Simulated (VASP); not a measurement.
# Tc (Fm-3m) in VASP: further runs

Tc is run at these levels: LDA; tasks: single point.

All numbers are computed with VASP 6.6.1; they aren't measurements. Logs are shortened: lines on timing, memory, paths and dates and some standing lists are left out, and cuts for length are marked.

**1. The cell of the first run**

The structure is cubic, space group Fm-3m (No. 225). The conventional cell has a = 3.776 Å, b = 3.776 Å, c = 3.776 Å, α = 90.00°, β = 90.00°, γ = 90.00°. Within 3.5 Å of Tc (site symmetry m-3m) lie 12 Tc at 2.67 Å.

This isn't the form of Tc at room conditions, which is hcp.

**2. Single point, LDA**

INCAR

```
PREC     = Accurate       # precision mode
ENCUT    = 500            # plane-wave cutoff, eV
EDIFF    = 1E-6           # SCF threshold, eV
ISMEAR   = -1             # smearing method
SIGMA    = 0.1            # smearing width, eV
LREAL    = False          # projectors in reciprocal space
LASPH    = True           # aspherical terms in the spheres
NELM     = 120            # most SCF steps
ALGO     = Normal         # electronic algorithm
ISIF     = 2              # what is computed and relaxed
LWAVE    = False          # write WAVECAR
LCHARG   = True           # write CHGCAR
GGA      = CA             # functional
LELF     = True           # ELF
LVHAR    = True         
NBANDS   = 12             # bands
GGA_COMPAT= False
```

KPOINTS

```
regular mesh
0
Gamma
  9 9 9
```

POSCAR

```
Tc
1.0
    0.0000000000      1.8879835146      1.8879835146
    1.8879835146      0.0000000000      1.8879835146
    1.8879835146      1.8879835146      0.0000000000
Tc
1
Direct
    0.0000000000      0.0000000000      0.0000000000
```

Potentials or basis: VASP PAW LDA potentials, release 64 (Tc_pv).

On the command line:

```console
> cat potpaw_LDA.64/Tc_pv/POTCAR > POTCAR
> mpirun -np 1 vasp_std > vasp.out
```

OUTCAR:

```text
PREC = Accurate
   ENCUT = 500
   EDIFF = 1E-6
   ISMEAR = -1
   LREAL = False
   LASPH = True
   NELM = 120
   ISIF = 2
   GGA = CA

 ion  position               nearest neighbor table
   1  0.000  0.000  0.000-

  LATTYP: Found a face centered cubic cell.
 ALAT       =     3.7759670292

  Lattice vectors:

 A1 = (   0.0000000000,   1.8879835146,   1.8879835146)
 A2 = (   1.8879835146,   0.0000000000,   1.8879835146)
 A3 = (   1.8879835146,   1.8879835146,   0.0000000000)

Analysis of symmetry for initial positions (statically):
=====================================================================
 Subroutine PRICEL returns:
 Original cell was already a primitive cell.

 Routine SETGRP: Setting up the symmetry group for a
 face centered cubic supercell.

 Subroutine GETGRP returns: Found 48 space group operations
 (whereof 48 operations were pure point group operations)
 out of a pool of 48 trial point group operations.

The static configuration has the point symmetry O_h .

Analysis of symmetry for dynamics (positions and initial velocities):
=====================================================================
 Subroutine PRICEL returns:
 Original cell was already a primitive cell.

 Routine SETGRP: Setting up the symmetry group for a
 face centered cubic supercell.

 Subroutine GETGRP returns: Found 48 space group operations
 (whereof 48 operations were pure point group operations)
 out of a pool of 48 trial point group operations.

The dynamic configuration has the point symmetry O_h .

 Subroutine INISYM returns: Found 48 space group operations
 (whereof 48 operations are pure point group operations),
 and found     1 'primitive' translations

----------------------------------------------------------------------------------------

                                     Primitive cell

  volume of cell :      13.4594

  direct lattice vectors                    reciprocal lattice vectors
     0.000000000  1.887983515  1.887983515    -0.264832821  0.264832821  0.264832821
     1.887983515  0.000000000  1.887983515     0.264832821 -0.264832821  0.264832821
     1.887983515  1.887983515  0.000000000     0.264832821  0.264832821 -0.264832821

  length of vectors
     2.670011892  2.670011892  2.670011892     0.458703901  0.458703901  0.458703901

  position of ions in fractional coordinates (direct lattice)
     0.000000000  0.000000000  0.000000000

  ion indices of the primitive-cell ions
   primitive index   ion index
                 1           1

----------------------------------------------------------------------------------------

 KPOINTS: regular mesh

Automatic generation of k-mesh.
 Grid dimensions read from file:
 generate k-points for:    9    9    9

 Generating k-lattice:

  Cartesian coordinates                     Fractional coordinates (reciprocal lattice)
    -0.029425869  0.029425869  0.029425869     0.111111111  0.000000000  0.000000000
     0.029425869 -0.029425869  0.029425869     0.000000000  0.111111111  0.000000000
     0.029425869  0.029425869 -0.029425869     0.000000000  0.000000000  0.111111111

  Length of vectors
     0.050967100  0.050967100  0.050967100

  Shift w.r.t. Gamma in fractional coordinates (k-lattice)
     0.000000000  0.000000000  0.000000000

 Subroutine IBZKPT returns following result:
 ===========================================

 Found     35 irreducible k-points:

 Following reciprocal coordinates:
            Coordinates               Weight
  0.000000  0.000000  0.000000      1.000000
  0.111111  0.000000  0.000000      8.000000
  0.222222  0.000000  0.000000      8.000000
  0.333333  0.000000  0.000000      8.000000
  0.444444  0.000000  0.000000      8.000000
  0.111111  0.111111  0.000000      6.000000
[... 16 lines left out ...]
 -0.333333  0.333333  0.000000     12.000000
  0.444444  0.444444  0.000000      6.000000
 [... further k-points ...]
   k-points           NKPTS =     35   k-points in BZ     NKDIM =     35   number of bands    NBANDS=     12
   number of dos      NEDOS =    301   number of ions     NIONS =      1
   total plane-waves  NPLWV =   8000
   dimension x,y,z NGX =    20 NGY =   20 NGZ =   20
   dimension x,y,z NGXF=    40 NGYF=   40 NGZF=   40
   ions per type =               1
   NGX,Y,Z   is equivalent  to a cutoff of  12.45, 12.45, 12.45 a.u.
   NGXF,Y,Z  is equivalent  to a cutoff of  24.91, 24.91, 24.91 a.u.
 SYSTEM =  unknown system
   PREC   = accura    normal or accurate (medium, high low for compatibility)
   ISTART =      0    job   : 0-new  1-cont  2-samecut
   ICHARG =      2    charge: 1-file 2-atom 10-const
   ISPIN  =      1    spin polarized calculation?
   LNONCOLLINEAR =      F non collinear calculations
   LSORBIT =      F    spin-orbit coupling
   LASPH  =      T    aspherical Exc in radial PAW
   ENCUT  =  500.0 eV  36.75 Ry    6.06 a.u.   4.87  4.87  4.87*2*pi/ulx,y,z
   NELM   =    120;   NELMIN=  2; NELMDL= -5     # of ELM steps
   EDIFF  = 0.1E-05   stopping-criterion for ELM
   LREAL  =      F    real-space projection
   EDIFFG = 0.1E-04   stopping-criterion for IOM
   NSW    =      0    number of steps for IOM
   IBRION =     -1    ionic relax: 0-MD 1-quasi-New 2-CG
   NFREE  =      0    steps in history (QN), initial steepest desc. (CG)
   ISIF   =      2    stress and relaxation
   ISYM   =      2    0-nonsym 1-usesym 2-fastsym
   POTIM  = 0.5000    time-step for ionic-motion
   TEBEG  =    0.0;   TEEND  =   0.0 temperature during run
   PSTRESS=    0.0 pullay stress
   NELECT =      13.0000    total number of electrons
   NUPDOWN=      -1.0000    fix difference up-down
   EMIN   =  10.00;   EMAX   =-10.00  energy-range for DOS
   EFERMI =   0.00;   METHOD = LEGACY
   ISMEAR =    -1;   SIGMA  =   0.10  broadening in eV -4-tet -1-fermi 0-gaus
   EFERMI_NEDOS =   21; number of points for ismear=-14 and -15
   IALGO  =     38    algorithm
   IMIX   =      4    mixing-type and parameters
     AMIX     =   0.40;   BMIX     =  1.00
     AMIX_MAG =   1.60;   BMIX_MAG =  1.00
  volume/ion in A,a.u.               =      13.46        90.83
  Fermi-wavevector in a.u.,A,eV,Ry     =   1.618258  3.058064 35.630377  2.618759
  Thomas-Fermi vector in A             =   2.712550
   LORBIT       =      0    0 simple, 1 ext, 2 COOP (PROOUT), +10 PAW based schemes
   GGA     = CA    functional components
   LHFCALC =     F    Hartree Fock is set to
   AEXX    =    0.0000 exact exchange contribution
   IVDW    =     0    specifies the selected vdW correction
   LEPSILON=     F    determine dielectric tensor
   LRPA    =     F    only Hartree local field effects (RPA)
 non-spin polarized calculation
  energy-cutoff  :      500.00
  volume of cell :       13.46
 maximum number of plane-waves:       348
   NGX =  9   NGY =  9   NGZ =  9

 number of electron      13.0000002 magnetization

 Free energy of the ion-electron system (eV)
  ---------------------------------------------------
  ext. energy  EPLUGINS =         0.00000000
  ---------------------------------------------------
  free energy    TOTEN  =       -11.65621432 eV

  energy without entropy =      -11.61464866  energy(sigma->0) =      -11.63543149

 E-fermi :  13.8206     XC(G=0): -14.3856

 val. band max:       13.7868864721   @ k =  -0.4444   0.1111   0.0000
 cond. band min:      13.8712648144   @ k =   0.2222   0.1111   0.0000
 fundamental gap:      0.0843783422
 Fermi energy:        13.8205591795

 k-point     1 :       0.0000    0.0000    0.0000
  band No.  band energies     occupation
      1     -24.2445      2.00000
      2     -24.2445      2.00000
      3     -24.2445      2.00000
      4       6.0227      2.00000
      5      11.8158      2.00000
      6      11.8158      2.00000
      7      11.8158      2.00000
      8      14.7098      0.00027
      9      14.7098      0.00027
     10      27.7733      0.00000
     11      33.6651      0.00000
     12      33.6651      0.00000

 k-point     2 :       0.1111    0.0000    0.0000
  band No.  band energies     occupation
      1     -24.4424      2.00000
      2     -24.2691      2.00000
      3     -24.2691      2.00000
      4       6.5711      2.00000
      5      11.5067      2.00000
      6      12.0470      2.00000
      7      12.0470      2.00000
      8      14.5498      0.00136
      9      14.5498      0.00136
     10      28.7694      0.00000
     11      31.8145      0.00000
     12      34.6459      0.00000

 k-point     3 :       0.2222    0.0000    0.0000
  band No.  band energies     occupation
      1     -24.9272      2.00000
      2     -24.3307      2.00000
      3     -24.3307      2.00000
      4       7.7317      2.00000
      5      11.2883      2.00000
      6      12.2909      2.00000
      7      12.2909      2.00000
      8      14.6652      0.00043
      9      14.6652      0.00043
     10      28.9162      0.00000
     11      31.1805      0.00000
     12      37.2872      0.00000
[... 286 lines left out ...]
 k-point    23 :      -0.3333    0.3333    0.0000
  band No.  band energies     occupation
      1     -25.3185      2.00000
      2     -25.3038      2.00000
      3     -24.6137      2.00000
      4       8.9770      2.00000
      5      10.3231      2.00000
      6      11.9575      2.00000
      7      14.1675      0.06039
      8      16.0145      0.00000
      9      22.2469      0.00000
     10      26.3647      0.00000
     11      27.9380      0.00000
     12      33.6565      0.00000

 k-point    24 :       0.4444    0.4444    0.0000
  band No.  band energies     occupation
      1     -25.6827      2.00000
      2     -24.7928      2.00000
      3     -24.7928      2.00000
      4       7.4285      2.00000
      5       8.0324      2.00000
      6      16.8454      0.00000
      7      17.3137      0.00000
      8      17.3137      0.00000
      9      17.4629      0.00000
     10      27.8387      0.00000
     11      27.8387      0.00000
     12      29.8341      0.00000

 [... further k-points ...]

------------------------ aborting loop because EDIFF is reached ----------------------------------------

  FORCE on cell =-STRESS in cart. coord.  units (eV):
  Direction    XX          YY          ZZ          XY          YZ          ZX
  --------------------------------------------------------------------------------------
  -------------------------------------------------------------------------------------
  Total        0.8392676      0.8392676      0.8392676      0.0000000      0.0000000      0.0000000
  in kB       99.9048192     99.9048192     99.9048192      0.0000000      0.0000000      0.0000000
  external PRESSURE =      99.9048192 kB  Pullay stress =       0.0000000 kB

 VOLUME and BASIS-vectors are now :
 -----------------------------------------------------------------------------
  energy-cutoff  :      500.00
  volume of cell :       13.46
      direct lattice vectors                 reciprocal lattice vectors
     0.000000000  1.887983515  1.887983515    -0.264832821  0.264832821  0.264832821
     1.887983515  0.000000000  1.887983515     0.264832821 -0.264832821  0.264832821
     1.887983515  1.887983515  0.000000000     0.264832821  0.264832821 -0.264832821

 POSITION                                       TOTAL-FORCE (eV/Angst)
 -----------------------------------------------------------------------------------
      0.00000      0.00000      0.00000         0.000000     -0.000000      0.000000
 -----------------------------------------------------------------------------------
    total drift:                                0.000000      0.000000      0.000000

  FREE ENERGIE OF THE ION-ELECTRON SYSTEM (eV)
  ---------------------------------------------------
  free  energy   TOTEN  =       -11.6562143165 eV

  energy  without entropy=      -11.6146486583  energy(sigma->0) =      -11.63543149
```

Wall time 2.5 s (1 thread of Intel Xeon 6975P-C (Granite Rapids), shared host); peak memory 0.12 GiB.

What came out:

```
Free energy            : -11.6562 eV
Pressure               : 10.0 GPa
Band gap on the k mesh : zero (an odd number of electrons rules out a gap without spin polarisation)
```

Caveat: the cell stands under pressure.

**3. Single point, LDA**

This run uses another cell than the first one, of 13.13 Å³/atom.

INCAR

```
  ALGO = Normal
  EDIFF = 1E-6
  ENCUT = 500
  GGA_COMPAT = F
  ISIF = 2
  ISMEAR = -1
  LASPH = T
  LCHARG = F
  LREAL = F
  LWAVE = F
  NBANDS = 12
  NELM = 120
  PREC = Accurate
  SIGMA = 0.1
```

KPOINTS

```
k-points
0
Gamma
  9 9 9
```

POSCAR

```
Tc
1.0
    0.0000000000      1.8724115935      1.8724115935
    1.8724115935      0.0000000000      1.8724115935
    1.8724115935      1.8724115935      0.0000000000
Tc
1
Direct
    0.0000000000      0.0000000000      0.0000000000
```

Potentials or basis: VASP PAW LDA potentials, release 64 (Tc_pv).

On the command line:

```console
> cat potpaw_LDA.64/Tc_pv/POTCAR > POTCAR
> mpirun -np 1 vasp_std > vasp.out
```

OUTCAR:

```text
EDIFF = 1E-6
   ENCUT = 500
   ISIF = 2
   ISMEAR = -1
   LASPH = T
   LREAL = F
   NELM = 120
   PREC = Accurate

 ion  position               nearest neighbor table
   1  0.000  0.000  0.000-

  LATTYP: Found a face centered cubic cell.
 ALAT       =     3.7448231870

  Lattice vectors:

 A1 = (   0.0000000000,   1.8724115935,   1.8724115935)
 A2 = (   1.8724115935,   0.0000000000,   1.8724115935)
 A3 = (   1.8724115935,   1.8724115935,   0.0000000000)

Analysis of symmetry for initial positions (statically):
[... 536 lines left out ...]

 [... further k-points ...]

------------------------ aborting loop because EDIFF is reached ----------------------------------------

  FORCE on cell =-STRESS in cart. coord.  units (eV):
  Direction    XX          YY          ZZ          XY          YZ          ZX
  --------------------------------------------------------------------------------------
  -------------------------------------------------------------------------------------
  Total        1.6410368      1.6410368      1.6410368     -0.0000000      0.0000000     -0.0000000
  in kB      200.2603377    200.2603377    200.2603377     -0.0000000      0.0000000     -0.0000000
  external PRESSURE =     200.2603377 kB  Pullay stress =       0.0000000 kB

 VOLUME and BASIS-vectors are now :
 -----------------------------------------------------------------------------
  energy-cutoff  :      500.00
  volume of cell :       13.13
      direct lattice vectors                 reciprocal lattice vectors
     0.000000000  1.872411594  1.872411594    -0.267035304  0.267035304  0.267035304
     1.872411594  0.000000000  1.872411594     0.267035304 -0.267035304  0.267035304
     1.872411594  1.872411594  0.000000000     0.267035304  0.267035304 -0.267035304

 POSITION                                       TOTAL-FORCE (eV/Angst)
 -----------------------------------------------------------------------------------
      0.00000      0.00000      0.00000         0.000000      0.000000      0.000000
 -----------------------------------------------------------------------------------
    total drift:                                0.000000      0.000000      0.000000

  FREE ENERGIE OF THE ION-ELECTRON SYSTEM (eV)
  ---------------------------------------------------
  free  energy   TOTEN  =       -11.6247832964 eV

  energy  without entropy=      -11.5838284620  energy(sigma->0) =      -11.60430588
```

OSZICAR:

```text
N       E                     dE             d eps       ncg     rms          rms(c)
DAV:   1     0.112631849098E+03    0.11263E+03   -0.78658E+03   840   0.105E+03
DAV:   2    -0.107864411601E+02   -0.12342E+03   -0.12047E+03   928   0.307E+02
DAV:   3    -0.123563287568E+02   -0.15699E+01   -0.15670E+01   912   0.402E+01
DAV:   4    -0.123622288619E+02   -0.59001E-02   -0.58998E-02   932   0.275E+00
DAV:   5    -0.123622685202E+02   -0.39658E-04   -0.39657E-04   928   0.216E-01    0.166E+01
DAV:   6    -0.117255463255E+02    0.63672E+00   -0.76217E-01   856   0.119E+01    0.580E+00
DAV:   7    -0.116320856843E+02    0.93461E-01   -0.14226E-01   924   0.492E+00    0.824E-01
DAV:   8    -0.116248198477E+02    0.72658E-02   -0.70842E-03   856   0.108E+00    0.957E-02
DAV:   9    -0.116247749225E+02    0.44925E-04   -0.13675E-04   952   0.159E-01    0.243E-02
DAV:  10    -0.116247833496E+02   -0.84272E-05   -0.38002E-06   908   0.211E-02    0.180E-03
DAV:  11    -0.116247832964E+02    0.53219E-07   -0.17226E-07   512   0.567E-03
   1 F= -.11624783E+02 E0= -.11604306E+02  d E =-.409548E-01
```

stdout:

```text
POSCAR found type information on POSCAR Tc
 POSCAR found :  1 types and       1 ions
 scaLAPACK will be used
 LDA part: xc-table for (Slater(with rela. corr.)+CA(PZ))
 , standard interpolation
 POSCAR, INCAR and KPOINTS ok, starting setup
 FFT: planning ... GRIDC
 FFT: planning ... GRID_SOFT
 FFT: planning ... GRID
 WAVECAR not read
 entering main loop
```

It took 2.3 s on 1 thread of Intel Xeon 6975P-C (Granite Rapids), shared host; peak memory 0.12 GiB.

What came out:

* Free energy: -11.6248 eV
* Pressure: 20.0 GPa
* Band gap on the k mesh: zero (an odd number of electrons rules out a gap without spin polarisation)

Levels at points of the mesh, in eV from the Fermi level:
```tsv
k point	band 4	band 5	band 6	band 7	band 8	band 9	band 10	band 11
(0.00, 0.00, 0.00)	-7.90	-2.09	-2.09	-2.09	0.92	0.92	13.92	19.95
```

Caveat: the cell stands under pressure.

**4. Single point, LDA**

This run uses another cell than the first one, of 12.84 Å³/atom.

INCAR

```
PREC = Accurate
ENCUT = 500
EDIFF = 1E-6
ISMEAR = -1
SIGMA = 0.1
LREAL = F
LASPH = T
NELM = 120
ALGO = Normal
ISIF = 2
LWAVE = F
LCHARG = F
GGA = CA
NBANDS = 12
GGA_COMPAT = F
```

KPOINTS

```
Automatic mesh
0
Gamma
  9 9 9
```

POSCAR

```
Tc
1.0
    0.0000000000      1.8583828561      1.8583828561
    1.8583828561      0.0000000000      1.8583828561
    1.8583828561      1.8583828561      0.0000000000
Tc
1
Direct
    0.0000000000      0.0000000000      0.0000000000
```

On the command line:

```console
> cat potpaw_LDA.64/Tc_pv/POTCAR > POTCAR
> mpirun -np 1 vasp_std > vasp.out
```

It took 2.4 s on 1 thread of Intel Xeon 6975P-C (Granite Rapids), shared host; peak memory 0.11 GiB.

Results (log left out):

- Free energy: -11.5785 eV
- Pressure: 30.1 GPa
- Band gap on the k mesh: zero (an odd number of electrons rules out a gap without spin polarisation)

Levels at points of the mesh, in eV from the Fermi level:
| k point | band 4 | band 5 | band 6 | band 7 | band 8 | band 9 | band 10 | band 11 |
| --- | --- | --- | --- | --- | --- | --- | --- | --- |
| (0.00, 0.00, 0.00) | -7.99 | -2.16 | -2.16 | -2.16 | 0.95 | 0.95 | 13.89 | 20.05 |

Caveat: the cell stands under pressure.

**5. Single point, LDA**

This run uses another cell than the first one, of 13.84 Å³/atom.

INCAR

```
ALGO = Normal
EDIFF = 1E-6
ENCUT = 500
GGA = CA
GGA_COMPAT = False
ISIF = 2
ISMEAR = -1
LASPH = True
LCHARG = False
LREAL = False
LWAVE = False
NBANDS = 12
NELM = 120
PREC = Accurate
SIGMA = 0.1
```

KPOINTS

```
k-points
0
Gamma
  9 9 9
```

POSCAR

```
Tc
1.0
    0.0000000000      1.9054958203      1.9054958203
    1.9054958203      0.0000000000      1.9054958203
    1.9054958203      1.9054958203      0.0000000000
Tc
1
Direct
    0.0000000000      0.0000000000      0.0000000000
```

On the command line:

```console
> cat potpaw_LDA.64/Tc_pv/POTCAR > POTCAR
> mpirun -np 1 vasp_std > vasp.out
```

It took 2.3 s on 1 thread of Intel Xeon 6975P-C (Granite Rapids), shared host; peak memory 0.11 GiB.

The run converged. Its results:

| Item | Value |
| --- | --- |
| Free energy | -11.6685 eV |
| Pressure | 0.0 GPa |
| Band gap on the k mesh | zero (an odd number of electrons rules out a gap without spin polarisation) |

Levels at points of the mesh, in eV from the Fermi level:
```
           k point  band 4  band 5  band 6  band 7  band 8  band 9  band 10  band 11
(0.00, 0.00, 0.00)   -7.68   -1.92   -1.92   -1.92    0.86    0.86    13.98    19.72
```

**6. Summary**

| cell | gap on the mesh (eV) | pressure (GPa) |
| --- | --- | --- |
| a = 2.670 Å, angles 60.0°, 1 atom | none | 10.0 |
| a = 2.648 Å, angles 60.0°, 1 atom | none | 20.0 |
| a = 2.628 Å, angles 60.0°, 1 atom | none | 30.1 |
| a = 2.695 Å, angles 60.0°, 1 atom | none | 0.0 |

Alike in all rows: task single point; level LDA; potentials or basis VASP PAW LDA potentials, release 64 (Tc_pv); no spin polarisation; k mesh 9 × 9 × 9; cutoff (eV) 500; smearing fermi-dirac 0.1 eV.

Caveats: the cell stands under pressure (at least some runs).

Total energies depend on the potentials used, so only differences within one code and one set of settings carry meaning.
